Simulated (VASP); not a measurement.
Runs of VASP 6.6.1 on KI. The structure is that of space group Fm-3m (No. 225), or close to it. The cells are those of the table. 

```csv
task,cell,k mesh,smearing,gap on the mesh (eV),pressure (GPa),relaxed volume (Å³/atom)
relaxation of cell and atoms,"relaxed from a = 4.821 Å, angles 60.0°, 2 atoms",6 × 6 × 6,gaussian 0.02 eV,3.87,0.0,39.75
single point,"a = 4.996 Å, angles 60.0°, 2 atoms",4 × 4 × 4,gaussian 0.1 eV,3.61,-1.3,-
single point,"a = 4.821 Å, angles 60.0°, 2 atoms",6 × 6 × 6,gaussian 0.02 eV,(a),0.0,-
relaxation of cell and atoms,"relaxed from a = 4.996 Å, angles 60.0°, 2 atoms",6 × 6 × 6,gaussian 0.02 eV,3.87,0.0,39.75
```

Alike in all rows: level LDA; potentials or basis VASP PAW LDA potentials, release 64 (K_sv, I); no spin polarisation; cutoff (eV) 500.

Question: Estimate the missing entries.

Answer: (a) 3.88.

Caveats: spin-orbit coupling is left out, which moves the levels of the heavy elements.

A k mesh can miss the band edges, and the runs leave out spin-orbit coupling on I.
